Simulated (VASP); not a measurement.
# Si4Sn (R-3m) in VASP: a series of runs

The runs below take Si4Sn through single point, with PBE.

Everything below comes from runs of VASP 6.6.1. Logs are shortened: lines on timing, memory, paths and dates and some standing lists are left out, and cuts for length are marked.

### 1 The cell of the first run

The structure is trigonal, space group R-3m (No. 166). The conventional cell has a = 2.929 Å, b = 2.929 Å, c = 35.875 Å, α = 90.00°, β = 90.00°, γ = 120.00°. Within 3.9 Å of Si (site symmetry 3m) lie 9 Si at 2.93 Å and 3 Sn at 2.93 Å. Si (site symmetry 3m) has 12 Si at 2.93 Å within 3.9 Å. Within 3.9 Å of Sn (site symmetry -3m) lie 6 Sn at 2.93 Å and 6 Si at 2.93 Å.

### 2 Single point, PBE

INCAR reads:

```
PREC = Accurate
ENCUT = 500
EDIFF = 1E-6
ISMEAR = 0
SIGMA = 0.1
LREAL = F
LASPH = T
NELM = 120
ALGO = Normal
ISIF = 2
LWAVE = F
LCHARG = T
GGA = PE
LELF = T
LVHAR = T
NBANDS = 23
GGA_COMPAT = F
```

KPOINTS reads:

```
regular mesh
0
Gamma
  6 6 6
```

POSCAR reads:

```
Si4Sn
1.0
    1.4645809800      0.8455762200     11.9582536200
   -1.4645809800      0.8455762200     11.9582536200
    0.0000000000     -1.6911524400     11.9582536200
Si Sn
4 1
Direct
    0.4000000000      0.4000000000      0.4000000000
    0.6000000000      0.6000000000      0.6000000000
    0.2000000000      0.2000000000      0.2000000000
    0.8000000000      0.8000000000      0.8000000000
    0.0000000000      0.0000000000      0.0000000000
```

Potentials or basis: VASP PAW PBE potentials, release 64 (Si, Sn_d).

Run with:

```bash
$ cat potpaw_PBE.64/Si/POTCAR potpaw_PBE.64/Sn_d/POTCAR > POTCAR
$ mpirun -np 1 vasp_std > vasp.out
```

OUTCAR:

```text
PREC = Accurate
   ENCUT = 500
   EDIFF = 1E-6
   ISMEAR = 0
   LREAL = F
   LASPH = T
   NELM = 120
   ISIF = 2
   GGA = PE

 ion  position               nearest neighbor table
   1  0.400  0.400  0.400-   5 2.93   4 2.93   5 2.93   5 2.93   4 2.93   4 2.93
   2  0.600  0.600  0.600-   3 2.93   5 2.93   3 2.93   3 2.93   5 2.93   5 2.93
   3  0.200  0.200  0.200-   2 2.93   4 2.93   2 2.93   2 2.93   4 2.93   4 2.93
   4  0.800  0.800  0.800-   1 2.93   3 2.93   1 2.93   1 2.93   3 2.93   3 2.93
   5  0.000  0.000  0.000-   2 2.93   1 2.93   2 2.93   2 2.93   1 2.93   1 2.93

  LATTYP: Found a trigonal (rhomboedric) cell.
 ALAT       =    12.0772441489
 COS(alpha) =     0.9705882354

  Lattice vectors:

 A1 = (   1.4645809800,   0.8455762200,  11.9582536200)
 A2 = (  -1.4645809800,   0.8455762200,  11.9582536200)
 A3 = (   0.0000000000,  -1.6911524400,  11.9582536200)

Analysis of symmetry for initial positions (statically):
=====================================================================
 Subroutine PRICEL returns:
 Original cell was already a primitive cell.

 Routine SETGRP: Setting up the symmetry group for a
 trigonal (rhombohedral) supercell.

 Subroutine GETGRP returns: Found 12 space group operations
 (whereof 12 operations were pure point group operations)
 out of a pool of 12 trial point group operations.

The static configuration has the point symmetry D_3d.

Analysis of symmetry for dynamics (positions and initial velocities):
=====================================================================
 Subroutine PRICEL returns:
 Original cell was already a primitive cell.

 Routine SETGRP: Setting up the symmetry group for a
 trigonal (rhombohedral) supercell.

 Subroutine GETGRP returns: Found 12 space group operations
 (whereof 12 operations were pure point group operations)
 out of a pool of 12 trial point group operations.

The dynamic configuration has the point symmetry D_3d.

 Subroutine INISYM returns: Found 12 space group operations
 (whereof 12 operations are pure point group operations),
 and found     1 'primitive' translations

----------------------------------------------------------------------------------------

                                     Primitive cell

  volume of cell :      88.8557

  direct lattice vectors                    reciprocal lattice vectors
     1.464580980  0.845576220 11.958253620     0.341394574  0.197104250  0.027874750
    -1.464580980  0.845576220 11.958253620    -0.341394574  0.197104250  0.027874750
     0.000000000 -1.691152440 11.958253620     0.000000000 -0.394208500  0.027874750

  length of vectors
    12.077244149 12.077244149 12.077244148     0.395192791  0.395192791  0.395192792

  position of ions in fractional coordinates (direct lattice)
     0.400000000  0.400000000  0.400000000
     0.600000000  0.600000000  0.600000000
     0.200000000  0.200000000  0.200000000
     0.800000000  0.800000000  0.800000000
     0.000000000  0.000000000  0.000000000

  ion indices of the primitive-cell ions
   primitive index   ion index
                 1           1
                 2           2
                 3           3
                 4           4
                 5           5

----------------------------------------------------------------------------------------

 KPOINTS: regular mesh

Automatic generation of k-mesh.
 Grid dimensions read from file:
 generate k-points for:    6    6    6

 Generating k-lattice:

  Cartesian coordinates                     Fractional coordinates (reciprocal lattice)
     0.056899096  0.032850708  0.004645792     0.166666667  0.000000000  0.000000000
    -0.056899096  0.032850708  0.004645792     0.000000000  0.166666667  0.000000000
     0.000000000 -0.065701417  0.004645792     0.000000000  0.000000000  0.166666667

  Length of vectors
     0.065865465  0.065865465  0.065865465

  Shift w.r.t. Gamma in fractional coordinates (k-lattice)
     0.000000000  0.000000000  0.000000000

 Subroutine IBZKPT returns following result:
 ===========================================

 Found     32 irreducible k-points:

 Following reciprocal coordinates:
            Coordinates               Weight
  0.000000  0.000000  0.000000      1.000000
  0.166667  0.000000 -0.000000      6.000000
  0.333333  0.000000 -0.000000      6.000000
  0.500000  0.000000 -0.000000      3.000000
  0.166667  0.166667 -0.000000      6.000000
  0.333333  0.166667 -0.000000     12.000000
[... 16 lines left out ...]
  0.500000  0.500000  0.166667      6.000000
 -0.333333  0.500000  0.166667     12.000000
 [... further k-points ...]
   k-points           NKPTS =     32   k-points in BZ     NKDIM =     32   number of bands    NBANDS=     23
   number of dos      NEDOS =    301   number of ions     NIONS =      5
   total plane-waves  NPLWV = 729000
   dimension x,y,z NGX =    90 NGY =   90 NGZ =   90
   dimension x,y,z NGXF=   180 NGYF=  180 NGZF=  180
   ions per type =               4   1
   NGX,Y,Z   is equivalent  to a cutoff of  12.39, 12.39, 12.39 a.u.
   NGXF,Y,Z  is equivalent  to a cutoff of  24.78, 24.78, 24.78 a.u.
 SYSTEM =  unknown system
   PREC   = accura    normal or accurate (medium, high low for compatibility)
   ISTART =      0    job   : 0-new  1-cont  2-samecut
   ICHARG =      2    charge: 1-file 2-atom 10-const
   ISPIN  =      1    spin polarized calculation?
   LNONCOLLINEAR =      F non collinear calculations
   LSORBIT =      F    spin-orbit coupling
   LASPH  =      T    aspherical Exc in radial PAW
   ENCUT  =  500.0 eV  36.75 Ry    6.06 a.u.  22.02 22.02 22.02*2*pi/ulx,y,z
   NELM   =    120;   NELMIN=  2; NELMDL= -5     # of ELM steps
   EDIFF  = 0.1E-05   stopping-criterion for ELM
   LREAL  =      F    real-space projection
   EDIFFG = 0.1E-04   stopping-criterion for IOM
   NSW    =      0    number of steps for IOM
   IBRION =     -1    ionic relax: 0-MD 1-quasi-New 2-CG
   NFREE  =      0    steps in history (QN), initial steepest desc. (CG)
   ISIF   =      2    stress and relaxation
   ISYM   =      2    0-nonsym 1-usesym 2-fastsym
   POTIM  = 0.5000    time-step for ionic-motion
   TEBEG  =    0.0;   TEEND  =   0.0 temperature during run
   PSTRESS=    0.0 pullay stress
   NELECT =      30.0000    total number of electrons
   NUPDOWN=      -1.0000    fix difference up-down
   EMIN   =  10.00;   EMAX   =-10.00  energy-range for DOS
   EFERMI =   0.00;   METHOD = LEGACY
   ISMEAR =     0;   SIGMA  =   0.10  broadening in eV -4-tet -1-fermi 0-gaus
   EFERMI_NEDOS =   21; number of points for ismear=-14 and -15
   IALGO  =     38    algorithm
   IMIX   =      4    mixing-type and parameters
     AMIX     =   0.40;   BMIX     =  1.00
     AMIX_MAG =   1.60;   BMIX_MAG =  1.00
  volume/ion in A,a.u.               =      17.77       119.93
  Fermi-wavevector in a.u.,A,eV,Ry     =   1.139953  2.154198 17.680667  1.299492
  Thomas-Fermi vector in A             =   2.276656
   LORBIT       =      0    0 simple, 1 ext, 2 COOP (PROOUT), +10 PAW based schemes
   GGA     = PE    functional components
   LHFCALC =     F    Hartree Fock is set to
   AEXX    =    0.0000 exact exchange contribution
   IVDW    =     0    specifies the selected vdW correction
   LEPSILON=     F    determine dielectric tensor
   LRPA    =     F    only Hartree local field effects (RPA)
 non-spin polarized calculation
 Gauss-broadening in eV      SIGMA  =   0.10
  energy-cutoff  :      500.00
  volume of cell :       88.86
 maximum number of plane-waves:      2293
 NGX is ok and might be reduce to    90
   NGX = 43   NGY = 43   NGZ = 43

 number of electron      30.0000004 magnetization

 Free energy of the ion-electron system (eV)
  ---------------------------------------------------
  ext. energy  EPLUGINS =         0.00000000
  ---------------------------------------------------
  free energy    TOTEN  =       -21.57043744 eV

  energy without entropy =      -21.54000905  energy(sigma->0) =      -21.55522325

 E-fermi :   9.0348     XC(G=0): -10.8131

 val. band max:        9.0254561167   @ k =   0.5000   0.3333   0.1667
 cond. band min:       9.0551212631   @ k =  -0.3333   0.1667   0.1667
 fundamental gap:      0.0296651464
 Fermi energy:         9.0347753638

 k-point     1 :       0.0000    0.0000    0.0000
  band No.  band energies     occupation
      1     -13.0685      2.00000
      2     -13.0242      2.00000
      3     -13.0242      2.00000
      4     -12.6869      2.00000
      5     -12.6869      2.00000
      6      -4.4696      2.00000
[... 15 lines left out ...]
     22      17.1622      0.00000
     23      18.3031      0.00000

 k-point     2 :       0.1667    0.0000   -0.0000
  band No.  band energies     occupation
      1     -13.0842      2.00000
      2     -12.9572      2.00000
      3     -12.9080      2.00000
      4     -12.7637      2.00000
      5     -12.7029      2.00000
      6      -3.8015      2.00000
[... 15 lines left out ...]
     22      15.5581      0.00000
     23      16.4180      0.00000

 k-point     3 :       0.3333    0.0000   -0.0000
  band No.  band energies     occupation
      1     -13.1875      2.00000
      2     -12.9105      2.00000
      3     -12.7600      2.00000
      4     -12.7352      2.00000
      5     -12.6680      2.00000
      6      -1.7771      2.00000
[... 15 lines left out ...]
     22      14.6276      0.00000
     23      14.6836      0.00000
[... 495 lines left out ...]
 k-point    23 :       0.5000    0.5000    0.1667
  band No.  band energies     occupation
      1     -13.1875      2.00000
      2     -12.9105      2.00000
      3     -12.7600      2.00000
      4     -12.7351      2.00000
      5     -12.6680      2.00000
      6      -1.7377      2.00000
[... 15 lines left out ...]
     22      13.3326      0.00000
     23      14.9958      0.00000

 k-point    24 :      -0.3333    0.5000    0.1667
  band No.  band energies     occupation
      1     -13.0978      2.00000
      2     -12.9425      2.00000
      3     -12.7903      2.00000
      4     -12.7511      2.00000
      5     -12.6124      2.00000
      6       0.2885      2.00000
[... 15 lines left out ...]
     22      12.0794      0.00000
     23      12.2018      0.00000

 [... further k-points ...]

------------------------ aborting loop because EDIFF is reached ----------------------------------------

  FORCE on cell =-STRESS in cart. coord.  units (eV):
  Direction    XX          YY          ZZ          XY          YZ          ZX
  --------------------------------------------------------------------------------------
  -------------------------------------------------------------------------------------
  Total        1.4811273      1.4811273     -0.4766585      0.0000000      0.0000000     -0.0000000
  in kB       26.7065513     26.7065511     -8.5947397      0.0000000      0.0000000     -0.0000000
  external PRESSURE =      14.9394542 kB  Pullay stress =       0.0000000 kB

 VOLUME and BASIS-vectors are now :
 -----------------------------------------------------------------------------
  energy-cutoff  :      500.00
  volume of cell :       88.86
      direct lattice vectors                 reciprocal lattice vectors
     1.464580980  0.845576220 11.958253620     0.341394574  0.197104250  0.027874750
    -1.464580980  0.845576220 11.958253620    -0.341394574  0.197104250  0.027874750
     0.000000000 -1.691152440 11.958253620     0.000000000 -0.394208500  0.027874750

 POSITION                                       TOTAL-FORCE (eV/Angst)
 -----------------------------------------------------------------------------------
      0.00000      0.00000     14.34990         0.000000      0.000000      1.486693
      0.00000      0.00000     21.52486         0.000000     -0.000000     -1.486693
      0.00000      0.00000      7.17495         0.000000     -0.000000      0.149423
      0.00000      0.00000     28.69981         0.000000     -0.000000     -0.149423
      0.00000      0.00000      0.00000         0.000000     -0.000000      0.000000
 -----------------------------------------------------------------------------------
    total drift:                               -0.000000     -0.000000      0.000000

  FREE ENERGIE OF THE ION-ELECTRON SYSTEM (eV)
  ---------------------------------------------------
  free  energy   TOTEN  =       -21.5704374439 eV

  energy  without entropy=      -21.5400090520  energy(sigma->0) =      -21.55522325
```

It took 13 min on 1 thread of Intel Xeon 6975P-C (Granite Rapids), shared host; peak memory 1.2 GiB.

What came out:

```
Free energy            : -21.5704 eV
Pressure               : 1.5 GPa
Largest force          : 1.487 eV/Å
Band gap on the k mesh : zero (bands 15 and 16 overlap by 9.22 eV)
```

Forces in eV/Å, atoms in the order of the input:
```
Si   0.000  0.000  1.487
Si   0.000  0.000 -1.487
Si   0.000  0.000  0.149
Si   0.000  0.000 -0.149
Sn   0.000  0.000  0.000
```

Levels at points of the mesh, in eV from the Fermi level:
| k point | band 10 | band 11 | band 12 | band 13 | band 14 | band 15 | band 16 | band 17 | band 18 | band 19 |
| --- | --- | --- | --- | --- | --- | --- | --- | --- | --- | --- |
| (0.00, 0.00, 0.00) | -8.94 | -3.91 | -3.62 | 2.97 | 3.00 | 6.88 | 6.88 | 6.99 | 6.99 | 7.57 |
| (0.50, 0.00, 0.00) | -5.94 | -5.90 | -3.96 | -3.70 | -2.90 | -2.60 | 0.68 | 0.84 | 2.49 | 2.52 |
| (0.50, 0.50, 0.00) | -5.54 | -5.12 | -4.65 | -4.54 | -2.11 | -1.82 | -0.10 | -0.03 | 2.55 | 2.59 |
| (0.50, 0.50, 0.50) | -7.20 | -6.02 | -0.65 | -0.50 | 6.60 | 6.83 | 6.86 | 6.86 | 7.08 | 7.08 |

Caveat: the k points lie up to 0.41 Å⁻¹ apart, too coarse for converged energies and pressures of a metal; spin-orbit coupling is left out, which moves the levels of the heavy elements; forces of over 1 eV/Å act on the atoms, so gaps and moduli don't describe the material at rest.

### 3 Single point, PBE

This run uses another cell than the first one, of 18.85 Å³/atom.

INCAR: that of step 2 with these lines changed.

```diff
@@ -11,6 +11,4 @@
 LWAVE = F
-LCHARG = T
+LCHARG = F
 GGA = PE
-LELF = T
-LVHAR = T
 NBANDS = 23
```

KPOINTS is that of step 2.

POSCAR reads:

```
Si4Sn
1.0
    1.8082284594      1.0439811878      8.3229189203
   -1.8082284594      1.0439811878      8.3229189203
    0.0000000000     -2.0879623755      8.3229189203
Si Sn
4 1
Direct
    0.4156908561      0.4156908561      0.4156908561
    0.5843091439      0.5843091439      0.5843091439
    0.2000737827      0.2000737827      0.2000737827
    0.7999262173      0.7999262173      0.7999262173
    0.0000000000      0.0000000000      0.0000000000
```

Potentials or basis: VASP PAW PBE potentials, release 64 (Si, Sn_d).

Run with:

```bash
$ cat potpaw_PBE.64/Si/POTCAR potpaw_PBE.64/Sn_d/POTCAR > POTCAR
$ mpirun -np 1 vasp_std > vasp.out
```

It took 2.6 min on 1 thread of Intel Xeon 6975P-C (Granite Rapids), shared host; peak memory 0.53 GiB.

The run converged. Its results:

```
Free energy            : -23.9160 eV
Pressure               : 0.0 GPa
Largest force          : 0.010 eV/Å
Band gap on the k mesh : zero (bands 15 and 16 overlap by 3.39 eV)
```

Forces on the atoms (eV/Å):
```
Si   0.000  0.000  0.009
Si   0.000  0.000 -0.009
Si   0.000  0.000  0.010
Si   0.000  0.000 -0.010
Sn   0.000  0.000  0.000
```

Stress tensor (GPa, compression positive):
```
-0.01  0.00  0.00
 0.00 -0.01  0.00
 0.00  0.00 -0.10
```

Levels at points of the mesh, in eV from the Fermi level:
```csv
k point,band 13,band 14,band 15,band 16,band 17,band 18
"(0.00, 0.00, 0.00)",0.44,0.44,2.41,2.41,3.14,3.14
"(0.50, 0.00, 0.00)",-1.62,-1.23,-1.17,-0.99,-0.64,2.49
"(0.50, 0.50, 0.00)",-3.03,-2.40,-0.72,0.69,0.82,1.03
"(0.50, 0.50, 0.50)",0.45,0.45,0.92,2.02,2.02,3.66
```

Caveat: spin-orbit coupling is left out, which moves the levels of the heavy elements.
